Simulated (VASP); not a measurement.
# SiC (F-43m) in VASP: further runs, part 2 of 2

VASP 6.6.1. Earlier steps stand in the parts before.

## 4. Relaxation of cell and atoms, PBEsol+D3(BJ)

INCAR

```
ALGO = Normal ; EDIFF = 1E-7
EDIFFG = -0.01 ; ENCUT = 600
GGA = PS ; GGA_COMPAT = F
IBRION = 2 ; ISIF = 3
ISMEAR = -1 ; IVDW = 12
LASPH = T ; LCHARG = F
LREAL = F ; LWAVE = F
NELM = 120 ; NELMIN = 4
NSW = 60 ; PREC = Accurate
SIGMA = 0.05
```

KPOINTS

```
k-points
0
Gamma
  10 10 10
```

POSCAR

```
SiC
1.0
    0.0000000000      2.1790000000      2.1790000000
    2.1790000000      0.0000000000      2.1790000000
    2.1790000000      2.1790000000      0.0000000000
Si C
1 1
Direct
    0.0000000000      0.0000000000      0.0000000000
    0.7500000000      0.7500000000      0.7500000000
```

Potentials or basis: VASP PAW PBE potentials, release 64 (Si, C).

Launch:

```console
$ cat potpaw_PBE.64/Si/POTCAR potpaw_PBE.64/C/POTCAR > POTCAR
$ mpirun -np 1 vasp_std > vasp.out
```

OUTCAR:

```text
EDIFF = 1E-7
   EDIFFG = -0.01
   ENCUT = 600
   GGA = PS
   IBRION = 2
   ISIF = 3
   ISMEAR = -1
   IVDW = 12
   LASPH = T
   LREAL = F
   NELM = 120
   NELMIN = 4
   NSW = 60
   PREC = Accurate
 IVDW          = 12

 ion  position               nearest neighbor table
   1  0.000  0.000  0.000-   2 1.89   2 1.89   2 1.89   2 1.89
   2  0.750  0.750  0.750-   1 1.89   1 1.89   1 1.89   1 1.89

  LATTYP: Found a face centered cubic cell.
 ALAT       =     4.3580000000

  Lattice vectors:

 A1 = (   0.0000000000,   2.1790000000,   2.1790000000)
 A2 = (   2.1790000000,   0.0000000000,   2.1790000000)
 A3 = (   2.1790000000,   2.1790000000,   0.0000000000)

Analysis of symmetry for initial positions (statically):
=====================================================================
 Subroutine PRICEL returns:
 Original cell was already a primitive cell.

 Routine SETGRP: Setting up the symmetry group for a
 face centered cubic supercell.

 Subroutine GETGRP returns: Found 24 space group operations
 (whereof 24 operations were pure point group operations)
 out of a pool of 48 trial point group operations.

The static configuration has the point symmetry T_d .

Analysis of symmetry for dynamics (positions and initial velocities):
=====================================================================
 Subroutine PRICEL returns:
 Original cell was already a primitive cell.

 Routine SETGRP: Setting up the symmetry group for a
 face centered cubic supercell.

 Subroutine GETGRP returns: Found 24 space group operations
 (whereof 24 operations were pure point group operations)
 out of a pool of 48 trial point group operations.

The dynamic configuration has the point symmetry T_d .

 Subroutine INISYM returns: Found 24 space group operations
 (whereof 24 operations are pure point group operations),
 and found     1 'primitive' translations

----------------------------------------------------------------------------------------

                                     Primitive cell

  volume of cell :      20.6920

  direct lattice vectors                    reciprocal lattice vectors
[... 97 lines left out ...]
   PSTRESS=    0.0 pullay stress
   NELECT =       8.0000    total number of electrons
   NUPDOWN=      -1.0000    fix difference up-down
   EMIN   =  10.00;   EMAX   =-10.00  energy-range for DOS
   EFERMI =   0.00;   METHOD = LEGACY
   ISMEAR =    -1;   SIGMA  =   0.05  broadening in eV -4-tet -1-fermi 0-gaus
   EFERMI_NEDOS =   21; number of points for ismear=-14 and -15
   IALGO  =     38    algorithm
   IMIX   =      4    mixing-type and parameters
     AMIX     =   0.40;   BMIX     =  1.00
     AMIX_MAG =   1.60;   BMIX_MAG =  1.00
  volume/ion in A,a.u.               =      10.35        69.82
  Fermi-wavevector in a.u.,A,eV,Ry     =   1.192626  2.253736 19.352338  1.422357
  Thomas-Fermi vector in A             =   2.328660
   LORBIT       =      0    0 simple, 1 ext, 2 COOP (PROOUT), +10 PAW based schemes
   GGA     = PS    functional components
   LHFCALC =     F    Hartree Fock is set to
   AEXX    =    0.0000 exact exchange contribution
   IVDW    =    12    specifies the selected vdW correction
   LEPSILON=     F    determine dielectric tensor
   LRPA    =     F    only Hartree local field effects (RPA)
 conjugate gradient relaxation of ions
 non-spin polarized calculation
  energy-cutoff  :      600.00
  volume of cell :       20.69
 maximum number of plane-waves:       701
 NGX is ok and might be reduce to    28
   NGX = 13   NGY = 13   NGZ = 13

--------------------------------------- Ionic step        1  -------------------------------------------

 number of electron       8.0000000 magnetization

 Free energy of the ion-electron system (eV)
  ---------------------------------------------------
  ext. energy  EPLUGINS =         0.00000000
  ---------------------------------------------------
  free energy    TOTEN  =       -15.91610825 eV

  energy without entropy =      -15.91610819  energy(sigma->0) =      -15.91610822

------------------------ aborting loop because EDIFF is reached ----------------------------------------

 Edisp (eV)   -0.48353

 E8    (eV) :    -0.2872
[... 71 lines left out ...]
--------------------------------------- Ionic step        3  -------------------------------------------

 number of electron       8.0000000 magnetization

 Free energy of the ion-electron system (eV)
  ---------------------------------------------------
  ext. energy  EPLUGINS =         0.00000000
  ---------------------------------------------------
  free energy    TOTEN  =       -15.91184625 eV

  energy without entropy =      -15.91184618  energy(sigma->0) =      -15.91184621

 E-fermi :   8.8776     XC(G=0): -11.5783

 val. band max:        8.2483328404   @ k =   0.0000   0.0000   0.0000
 cond. band min:       9.4669376410   @ k =   0.5000   0.5000   0.0000
 fundamental gap:      1.2186048006
 Fermi energy:         8.8775893357

 k-point     1 :       0.0000    0.0000    0.0000
  band No.  band energies     occupation
      1      -7.3104      2.00000
      2       8.2483      1.99999
      3       8.2483      1.99999
      4       8.2483      1.99999
      5      14.6335      0.00000
      6      15.6098      0.00000
      7      15.6098      0.00000
      8      15.6098      0.00000
[... 243 lines left out ...]
 k-point    24 :       0.4000    0.3000    0.0000
  band No.  band energies     occupation
      1      -4.1055      2.00000
      2       2.6428      2.00000
      3       5.0304      2.00000
      4       5.5755      2.00000
      5      11.0178      0.00000
      6      13.8310      0.00000
      7      19.9855      0.00000
      8      20.2726      0.00000

 [... further k-points ...]

------------------------ aborting loop because EDIFF is reached ----------------------------------------

 Edisp (eV)   -0.49197

 E8    (eV) :    -0.2923
[... 25 lines left out ...]
  FREE ENERGIE OF THE ION-ELECTRON SYSTEM (eV)
  ---------------------------------------------------
  free  energy   TOTEN  =       -16.4038132513 eV

  energy  without entropy=      -16.4038131888  energy(sigma->0) =      -16.40381322

 reached required accuracy - stopping structural energy minimisation
```

OSZICAR:

```text
N       E                     dE             d eps       ncg     rms          rms(c)
DAV:   1     0.614667830207E+01    0.61467E+01   -0.43973E+03   760   0.950E+02
DAV:   2    -0.172942804435E+02   -0.23441E+02   -0.22389E+02  1080   0.115E+02
DAV:   3    -0.177115266601E+02   -0.41725E+00   -0.41725E+00   864   0.191E+01
DAV:   4    -0.177128866007E+02   -0.13599E-02   -0.13599E-02  1152   0.117E+00
[... 24 lines left out ...]
DAV:   4    -0.159118489999E+02    0.57983E-04   -0.80924E-05   824   0.550E-02    0.186E-02
DAV:   5    -0.159118467002E+02    0.22997E-05   -0.21624E-06  1088   0.119E-02    0.114E-02
DAV:   6    -0.159118460667E+02    0.63350E-06   -0.12170E-07   672   0.302E-03    0.208E-03
DAV:   7    -0.159118462125E+02   -0.14579E-06   -0.43425E-08   448   0.139E-03    0.708E-04
DAV:   8    -0.159118462454E+02   -0.32967E-07   -0.30722E-09   408   0.493E-04
   3 F= -.16403813E+02 E0= -.16403813E+02  d E =-.417503E-02
```

Run time: 49 s. Hardware: 1 thread of AMD EPYC 7R43 (Zen 3), shared host; peak memory 0.13 GiB.

What came out:

| Property | Result |
| --- | --- |
| Free energy | -16.4038 eV |
| Relaxed volume | 10.17 Å³/atom |
| Relaxed cell | a = 3.064 Å, b = 3.064 Å, c = 3.064 Å, α = 60.00°, β = 60.00°, γ = 60.00° |
| Space group after relaxing (to 0.1 Å) | F-43m (No. 216) |
| Energy gained by relaxing | 2.1 meV/atom |
| Ionic steps | 3 |
| Pressure after relaxing | 0.0 GPa |
| Band gap on the k mesh | 1.22 eV (least direct gap 4.46 eV) |
| Dispersion energy per atom | -0.246 eV |

Step by step:
| step | energy change (eV) | largest force (eV/Å) | pressure (GPa) | volume (Å³) |
| --- | --- | --- | --- | --- |
| 1 | 0.0000 | 0.0000 | -3.76 | 20.69 |
| 2 | 0.0007 | 0.0000 | 4.31 | 19.97 |
| 3 | -0.0042 | 0.0000 | 0.00 | 20.34 |

Final structure:
```yaml
crystal:
  lattice:
    - [0.00000, 2.16666, 2.16666]
    - [2.16666, 0.00000, 2.16666]
    - [2.16666, 2.16666, 0.00000]
  atoms:
    - { symbol: Si, position: [0.00000, 0.00000, 0.00000] }
    - { symbol: C, position: [0.75000, 0.75000, 0.75000] }
```

Levels at points of the mesh, in eV from the valence-band top:
| k point | band 1 | band 2 | band 3 | band 4 | band 5 | band 6 | band 7 | band 8 |
| --- | --- | --- | --- | --- | --- | --- | --- | --- |
| (0.00, 0.00, 0.00) | -15.56 | 0.00 | 0.00 | 0.00 | 6.39 | 7.36 | 7.36 | 7.36 |
| (0.50, 0.00, 0.00) | -11.89 | -8.69 | -1.06 | -1.06 | 5.53 | 7.21 | 7.21 | 10.01 |
| (0.50, 0.50, 0.00) | -10.41 | -7.89 | -3.24 | -3.24 | 1.22 | 4.26 | 14.15 | 14.15 |

Caveat: the PAW data sets were made with another functional, which shifts forces and pressure a little.

## 5. The runs side by side

| task | level | cell | k mesh | cutoff (eV) | grid for exact exchange (PRECFOCK) | share of exact exchange | screening parameter | gap on the mesh (eV) | pressure (GPa) |
| --- | --- | --- | --- | --- | --- | --- | --- | --- | --- |
| single point | HSE06 | a = 3.082 Å, angles 60.0°, 2 atoms | 8 × 8 × 8 | 520 | Normal | 0.25 | 0.2079 1/Å | 2.23 | -1.8 |
| single point | r2SCAN+rVV10 | a = 3.142 Å, angles 60.0°, 2 atoms | 10 × 10 × 10 | 660 | - | - | - | 1.73 | -12.9 |
| relaxation of cell and atoms | PBEsol+D3(BJ) | relaxed from a = 3.082 Å, angles 60.0°, 2 atoms | 10 × 10 × 10 | 600 | - | - | - | 1.22 | 0.0 |

Alike in all rows: potentials or basis VASP PAW PBE potentials, release 64 (Si, C); no spin polarisation; smearing fermi-dirac 0.05 eV.

Caveats: the PAW data sets were made with another functional, which shifts forces and pressure a little; the cell stands under tension (at least some runs).

Total energies depend on the potentials used, so only differences within one code and one set of settings carry meaning.
